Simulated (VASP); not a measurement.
# Y (Fd-3m) in VASP: a series of runs

Y is run at these levels: PBE; tasks: single point, relaxation of cell and atoms.

Program: VASP 6.6.1. These are calculated values, not measurements. Logs are shortened: lines on timing, memory, paths and dates and some standing lists are left out, and cuts for length are marked.

### 1 The cell of the first run

Symmetry: Fd-3m, No. 227, cubic system. Conventional cell: a = 7.091 Å, b = 7.091 Å, c = 7.091 Å, α = 90.00°, β = 90.00°, γ = 90.00°. Within 4.0 Å of Y (site symmetry -43m) lie 4 Y at 3.07 Å.

This isn't the form of Y at room conditions, which is hcp.

### 2 Single point, PBE

File INCAR:

```
ALGO = Normal ; EDIFF = 1E-6
ENCUT = 520 ; GGA = PE
ISIF = 2 ; ISMEAR = -1
LASPH = True ; LCHARG = False
LREAL = False ; LWAVE = False
NBANDS = 18 ; NELM = 60
PREC = Accurate ; SIGMA = 0.1
```

File KPOINTS:

```
k-points
0
Gamma
  8 8 8
```

File POSCAR:

```
Y
1.0
    0.0000000000      3.5454148505      3.5454148505
    3.5454148505      0.0000000000      3.5454148505
    3.5454148505      3.5454148505      0.0000000000
Y
2
Direct
    0.1250000000      0.1250000000      0.1250000000
    0.8750000000      0.8750000000      0.8750000000
```

Potentials or basis: VASP PAW PBE potentials, release 64 (Y_sv).

On the command line:

```sh
$ cat potpaw_PBE.64/Y_sv/POTCAR > POTCAR
$ mpirun -np 1 vasp_std > vasp.out
```

OUTCAR:

```text
EDIFF = 1E-6
   ENCUT = 520
   GGA = PE
   ISIF = 2
   ISMEAR = -1
   LASPH = True
   LREAL = False
   NELM = 60
   PREC = Accurate

 ion  position               nearest neighbor table
   1  0.125  0.125  0.125-   2 3.07   2 3.07   2 3.07   2 3.07
   2  0.875  0.875  0.875-   1 3.07   1 3.07   1 3.07   1 3.07

  LATTYP: Found a face centered cubic cell.
 ALAT       =     7.0908297010

  Lattice vectors:

 A1 = (   0.0000000000,   3.5454148505,   3.5454148505)
 A2 = (   3.5454148505,   0.0000000000,   3.5454148505)
 A3 = (   3.5454148505,   3.5454148505,   0.0000000000)

Analysis of symmetry for initial positions (statically):
=====================================================================
 Subroutine PRICEL returns:
 Original cell was already a primitive cell.

 Routine SETGRP: Setting up the symmetry group for a
 face centered cubic supercell.

 Subroutine GETGRP returns: Found 48 space group operations
 (whereof 12 operations were pure point group operations)
 out of a pool of 48 trial point group operations.

The static configuration has the point symmetry D_3d.
 The point group associated with its full space group is O_h .

Analysis of symmetry for dynamics (positions and initial velocities):
=====================================================================
 Subroutine PRICEL returns:
 Original cell was already a primitive cell.

 Routine SETGRP: Setting up the symmetry group for a
 face centered cubic supercell.

 Subroutine GETGRP returns: Found 48 space group operations
 (whereof 12 operations were pure point group operations)
 out of a pool of 48 trial point group operations.

The dynamic configuration has the point symmetry D_3d.
 The point group associated with its full space group is O_h .

 Subroutine INISYM returns: Found 48 space group operations
 (whereof 12 operations are pure point group operations),
 and found     1 'primitive' translations

----------------------------------------------------------------------------------------

                                     Primitive cell

  volume of cell :      89.1315

  direct lattice vectors                    reciprocal lattice vectors
     0.000000000  3.545414850  3.545414850    -0.141027220  0.141027220  0.141027220
     3.545414850  0.000000000  3.545414850     0.141027220 -0.141027220  0.141027220
     3.545414850  3.545414850  0.000000000     0.141027220  0.141027220 -0.141027220

  length of vectors
     5.013973766  5.013973766  5.013973766     0.244266310  0.244266310  0.244266310

  position of ions in fractional coordinates (direct lattice)
     0.125000000  0.125000000  0.125000000
     0.875000000  0.875000000  0.875000000

  ion indices of the primitive-cell ions
   primitive index   ion index
                 1           1
                 2           2

----------------------------------------------------------------------------------------

 KPOINTS: k-points

Automatic generation of k-mesh.
 Grid dimensions read from file:
 generate k-points for:    8    8    8

 Generating k-lattice:

  Cartesian coordinates                     Fractional coordinates (reciprocal lattice)
    -0.017628402  0.017628402  0.017628402     0.125000000  0.000000000  0.000000000
     0.017628402 -0.017628402  0.017628402     0.000000000  0.125000000  0.000000000
     0.017628402  0.017628402 -0.017628402     0.000000000  0.000000000  0.125000000

  Length of vectors
     0.030533289  0.030533289  0.030533289

  Shift w.r.t. Gamma in fractional coordinates (k-lattice)
     0.000000000  0.000000000  0.000000000

 Subroutine IBZKPT returns following result:
 ===========================================

 Found     29 irreducible k-points:

 Following reciprocal coordinates:
            Coordinates               Weight
  0.000000  0.000000  0.000000      1.000000
  0.125000  0.000000  0.000000      8.000000
  0.250000  0.000000  0.000000      8.000000
  0.375000  0.000000  0.000000      8.000000
  0.500000  0.000000  0.000000      4.000000
  0.125000  0.125000  0.000000      6.000000
[... 16 lines left out ...]
  0.500000  0.250000  0.125000     48.000000
 -0.375000  0.250000  0.125000     24.000000
 [... further k-points ...]
   k-points           NKPTS =     29   k-points in BZ     NKDIM =     29   number of bands    NBANDS=     18
   number of dos      NEDOS =    301   number of ions     NIONS =      2
   total plane-waves  NPLWV =  64000
   dimension x,y,z NGX =    40 NGY =   40 NGZ =   40
   dimension x,y,z NGXF=    80 NGYF=   80 NGZF=   80
   ions per type =               2
   NGX,Y,Z   is equivalent  to a cutoff of  13.26, 13.26, 13.26 a.u.
   NGXF,Y,Z  is equivalent  to a cutoff of  26.53, 26.53, 26.53 a.u.
 SYSTEM =  unknown system
   PREC   = accura    normal or accurate (medium, high low for compatibility)
   ISTART =      0    job   : 0-new  1-cont  2-samecut
   ICHARG =      2    charge: 1-file 2-atom 10-const
   ISPIN  =      1    spin polarized calculation?
   LNONCOLLINEAR =      F non collinear calculations
   LSORBIT =      F    spin-orbit coupling
   LASPH  =      T    aspherical Exc in radial PAW
   ENCUT  =  520.0 eV  38.22 Ry    6.18 a.u.   9.32  9.32  9.32*2*pi/ulx,y,z
   NELM   =     60;   NELMIN=  2; NELMDL= -5     # of ELM steps
   EDIFF  = 0.1E-05   stopping-criterion for ELM
   LREAL  =      F    real-space projection
   EDIFFG = 0.1E-04   stopping-criterion for IOM
   NSW    =      0    number of steps for IOM
   IBRION =     -1    ionic relax: 0-MD 1-quasi-New 2-CG
   NFREE  =      0    steps in history (QN), initial steepest desc. (CG)
   ISIF   =      2    stress and relaxation
   ISYM   =      2    0-nonsym 1-usesym 2-fastsym
   POTIM  = 0.5000    time-step for ionic-motion
   TEBEG  =    0.0;   TEEND  =   0.0 temperature during run
   PSTRESS=    0.0 pullay stress
   NELECT =      22.0000    total number of electrons
   NUPDOWN=      -1.0000    fix difference up-down
   EMIN   =  10.00;   EMAX   =-10.00  energy-range for DOS
   EFERMI =   0.00;   METHOD = LEGACY
   ISMEAR =    -1;   SIGMA  =   0.10  broadening in eV -4-tet -1-fermi 0-gaus
   EFERMI_NEDOS =   21; number of points for ismear=-14 and -15
   IALGO  =     38    algorithm
   IMIX   =      4    mixing-type and parameters
     AMIX     =   0.40;   BMIX     =  1.00
     AMIX_MAG =   1.60;   BMIX_MAG =  1.00
  volume/ion in A,a.u.               =      44.57       300.74
  Fermi-wavevector in a.u.,A,eV,Ry     =   1.026925  1.940607 14.348359  1.054575
  Thomas-Fermi vector in A             =   2.160843
   LORBIT       =      0    0 simple, 1 ext, 2 COOP (PROOUT), +10 PAW based schemes
   GGA     = PE    functional components
   LHFCALC =     F    Hartree Fock is set to
   AEXX    =    0.0000 exact exchange contribution
   IVDW    =     0    specifies the selected vdW correction
   LEPSILON=     F    determine dielectric tensor
   LRPA    =     F    only Hartree local field effects (RPA)
 non-spin polarized calculation
  energy-cutoff  :      520.00
  volume of cell :       89.13
 maximum number of plane-waves:      2421
 NGX is ok and might be reduce to    40
   NGX = 19   NGY = 19   NGZ = 19

 number of electron      21.9999999 magnetization

 Free energy of the ion-electron system (eV)
  ---------------------------------------------------
  ext. energy  EPLUGINS =         0.00000000
  ---------------------------------------------------
  free energy    TOTEN  =        -8.98006227 eV

  energy without entropy =       -8.83357656  energy(sigma->0) =       -8.90681941

 E-fermi :   1.2832     XC(G=0):  -8.1086

 val. band max:        1.2730765257   @ k =   0.3750   0.2500   0.0000
 cond. band min:       1.3208398215   @ k =  -0.3750   0.3750   0.0000
 fundamental gap:      0.0477632958
 Fermi energy:         1.2831675836

 k-point     1 :       0.0000    0.0000    0.0000
  band No.  band energies     occupation
      1     -42.0452      2.00000
      2     -41.7893      2.00000
      3     -22.2264      2.00000
      4     -22.2264      2.00000
      5     -22.2264      2.00000
      6     -21.6611      2.00000
[... 10 lines left out ...]
     17       3.2388      0.00000
     18       6.1564      0.00000

 k-point     2 :       0.1250    0.0000    0.0000
  band No.  band energies     occupation
      1     -42.0380      2.00000
      2     -41.7967      2.00000
      3     -22.2366      2.00000
      4     -22.2366      2.00000
      5     -22.2255      2.00000
      6     -21.6636      2.00000
[... 10 lines left out ...]
     17       3.2209      0.00000
     18       6.1081      0.00000

 k-point     3 :       0.2500    0.0000    0.0000
  band No.  band energies     occupation
      1     -42.0187      2.00000
      2     -41.8165      2.00000
      3     -22.2599      2.00000
      4     -22.2599      2.00000
      5     -22.2238      2.00000
      6     -21.6689      2.00000
[... 10 lines left out ...]
     17       3.3364      0.00000
     18       5.9367      0.00000

 k-point     4 :       0.3750    0.0000    0.0000
  band No.  band energies     occupation
      1     -41.9946      2.00000
      2     -41.8411      2.00000
      3     -22.2815      2.00000
      4     -22.2815      2.00000
      5     -22.2228      2.00000
      6     -21.6735      2.00000
[... 10 lines left out ...]
     17       3.7565      0.00000
     18       5.6044      0.00000

 k-point     5 :       0.5000    0.0000    0.0000
  band No.  band energies     occupation
      1     -41.9819      2.00000
      2     -41.8540      2.00000
      3     -22.2900      2.00000
      4     -22.2900      2.00000
      5     -22.2226      2.00000
      6     -21.6751      2.00000
[... 10 lines left out ...]
     17       4.0678      0.00000
     18       5.3734      0.00000

 k-point     6 :       0.1250    0.1250    0.0000
  band No.  band energies     occupation
      1     -42.0356      2.00000
      2     -41.7992      2.00000
      3     -22.2486      2.00000
      4     -22.2486      2.00000
      5     -22.2058      2.00000
      6     -21.6844      2.00000
[... 10 lines left out ...]
     17       3.2437      0.00000
     18       5.8763      0.00000

 k-point     7 :       0.2500    0.1250    0.0000
  band No.  band energies     occupation
      1     -42.0199      2.00000
      2     -41.8152      2.00000
      3     -22.2733      2.00000
      4     -22.2724      2.00000
      5     -22.1883      2.00000
      6     -21.7045      2.00000
[... 10 lines left out ...]
     17       3.3527      0.00000
     18       5.5765      0.00000

 k-point     8 :       0.3750    0.1250    0.0000
  band No.  band energies     occupation
      1     -41.9962      2.00000
      2     -41.8395      2.00000
      3     -22.3021      2.00000
      4     -22.2932      2.00000
      5     -22.1749      2.00000
      6     -21.7197      2.00000
[... 10 lines left out ...]
     17       3.7614      0.00000
     18       5.2478      0.00000
[... 229 lines left out ...]
     17       3.9657      0.00000
     18       4.6454      0.00000

 k-point    20 :      -0.3750    0.3750    0.0000
  band No.  band energies     occupation
      1     -41.9369      2.00000
      2     -41.8994      2.00000
      3     -22.3674      2.00000
      4     -22.3355      2.00000
      5     -22.0203      2.00000
      6     -21.8788      2.00000
[... 10 lines left out ...]
     17       3.7410      0.00000
     18       5.0253      0.00000

 k-point    21 :       0.5000    0.5000    0.0000
  band No.  band energies     occupation
      1     -41.9182      2.00000
      2     -41.9182      2.00000
      3     -22.3543      2.00000
      4     -22.3543      2.00000
      5     -21.9527      2.00000
      6     -21.9527      2.00000
[... 10 lines left out ...]
     17       4.3578      0.00000
     18       4.3578      0.00000

 k-point    22 :       0.3750    0.2500    0.1250
  band No.  band energies     occupation
      1     -42.0013      2.00000
      2     -41.8342      2.00000
      3     -22.3120      2.00000
      4     -22.2870      2.00000
      5     -22.1555      2.00000
      6     -21.7394      2.00000
[... 10 lines left out ...]
     17       3.5054      0.00000
     18       5.1044      0.00000

 k-point    23 :       0.5000    0.2500    0.1250
  band No.  band energies     occupation
      1     -41.9771      2.00000
      2     -41.8589      2.00000
      3     -22.3403      2.00000
      4     -22.3059      2.00000
      5     -22.1228      2.00000
      6     -21.7728      2.00000
[... 10 lines left out ...]
     17       3.9370      0.00000
     18       4.6822      0.00000

 k-point    24 :      -0.3750    0.2500    0.1250
  band No.  band energies     occupation
      1     -41.9633      2.00000
      2     -41.8729      2.00000
      3     -22.3503      2.00000
      4     -22.3147      2.00000
      5     -22.1077      2.00000
      6     -21.7879      2.00000
[... 10 lines left out ...]
     17       3.8083      0.00000
     18       5.0420      0.00000

 [... further k-points ...]

------------------------ aborting loop because EDIFF is reached ----------------------------------------

  FORCE on cell =-STRESS in cart. coord.  units (eV):
  Direction    XX          YY          ZZ          XY          YZ          ZX
  --------------------------------------------------------------------------------------
  -------------------------------------------------------------------------------------
  Total        0.0295598      0.0295598      0.0295598      0.0000000      0.0000000      0.0000000
  in kB        0.5313494      0.5313494      0.5313494      0.0000000      0.0000000      0.0000000
  external PRESSURE =       0.5313494 kB  Pullay stress =       0.0000000 kB

 VOLUME and BASIS-vectors are now :
 -----------------------------------------------------------------------------
  energy-cutoff  :      520.00
  volume of cell :       89.13
      direct lattice vectors                 reciprocal lattice vectors
     0.000000000  3.545414850  3.545414850    -0.141027220  0.141027220  0.141027220
     3.545414850  0.000000000  3.545414850     0.141027220 -0.141027220  0.141027220
     3.545414850  3.545414850  0.000000000     0.141027220  0.141027220 -0.141027220

 POSITION                                       TOTAL-FORCE (eV/Angst)
 -----------------------------------------------------------------------------------
      0.88635      0.88635      0.88635        -0.000000      0.000000      0.000000
      6.20448      6.20448      6.20448         0.000000     -0.000000     -0.000000
 -----------------------------------------------------------------------------------
    total drift:                                0.000000      0.000000     -0.000000

  FREE ENERGIE OF THE ION-ELECTRON SYSTEM (eV)
  ---------------------------------------------------
  free  energy   TOTEN  =        -8.9800622668 eV

  energy  without entropy=       -8.8335765586  energy(sigma->0) =       -8.90681941
```

Wall time 89 s (1 thread of AMD EPYC 7R43 (Zen 3), shared host); peak memory 0.22 GiB.

Results:

- Free energy: -8.9801 eV
- Pressure: 0.1 GPa
- Band gap on the k mesh: zero (bands 11 and 12 overlap by 0.78 eV)

(Continued in part 2 of 2.)
